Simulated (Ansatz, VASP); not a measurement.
Two plane-wave programs on Sb

INCAR

```
PREC     = Accurate       # precision mode
ENCUT    = 520            # plane-wave cutoff, eV
EDIFF    = 1E-7           # SCF threshold, eV
ISMEAR   = -1             # smearing method
SIGMA    = 0.05           # smearing width, eV
LREAL    = False          # projectors in reciprocal space
LASPH    = True           # aspherical terms in the spheres
NELM     = 150            # most SCF steps
ALGO     = Normal         # electronic algorithm
ISIF     = 2              # what is computed and relaxed
LWAVE    = False          # write WAVECAR
LCHARG   = False          # write CHGCAR
LNONCOLLINEAR= True           # non-collinear magnetism
MAGMOM   = 0 0 0          # initial moments
LORBIT   = 11             # projections on sites
LSORBIT  = True           # spin-orbit coupling
GGA_COMPAT= False        
LORBMOM  = True         
GGA      = PS             # functional
NBANDS   = 16             # bands
```

File KPOINTS:

```
regular mesh
0
Gamma
  12 12 12
```

The input POSCAR:

```
Sb
1.0
   -1.5765401831      1.5765401831      2.7119384313
    1.5765401831     -1.5765401831      2.7119384313
    1.5765401831      1.5765401831     -2.7119384313
Sb
1
Direct
    0.0000000000      0.0000000000      0.0000000000
```

input.yaml

```yaml
crystal:
  lattice:
    - [-1.5765401831, 1.5765401831, 2.7119384313]
    - [1.5765401831, -1.5765401831, 2.7119384313]
    - [1.5765401831, 1.5765401831, -2.7119384313]
  atoms:
    - { symbol: Sb, position: [0.0, 0.0, 0.0] }
hamiltonian:
  xc: pbesol
  pseudopotentials: { kind: paw_fr }
magnetization:
  noncollinear: true
  spin_orbit: true
kpoints:
  mp_grid: { grid: [12, 12, 12] }
  band_path:
    path:
      - [[0.0, 0.0, 0.0], [0.0, 0.0, 0.5], [-0.1689742169, 0.1689742169, 0.5], [-0.3344871084, 0.3344871084, 0.3344871084], [0.0, 0.0, 0.0], [0.5, 0.5, -0.5], [0.3344871084, 0.6655128916, -0.3344871084], [0.0, 0.5, 0.0], [0.25, 0.25, 0.25], [0.5, 0.5, -0.1689742169], [0.5, 0.5, -0.5]]
      - [[0.0, 0.0, 0.5], [0.25, 0.25, 0.25]]
    npoints: 14
scf:
  occupations: { method: fermi_dirac, width: 0.05 }
  n_extra_bands: 6
output:
  forces: true
  stress: true
  eigenvalues: true
  fatbands: false
```

Alike in both runs: functional PBEsol; k mesh 12 × 12 × 12; occupations fermi-dirac, width 0.05 eV; non-collinear spin, spin-orbit coupling.

```csv
,VASP,Ansatz
version,VASP 6.6.1,Ansatz 0.2.0
potentials or method,"VASP PAW PBE potentials, release 64 (Sb)",Ansatz PAW
plane-wave cutoff (eV),520,420
valence electrons in the cell,5,15
task,single point,band structure
```

```csv
,VASP,Ansatz,Ansatz less VASP
pressure (GPa),-1.1,-1.1,-0.01
"traceless stress, the component that is largest in VASP (GPa)",-0.44,-0.38,+0.066
```

VASP's potentials were made for PBE, not for PBEsol. VASP's potentials hold 5 valence electrons a cell and Ansatz's 15, so a difference there can come from the potentials and not from the codes.
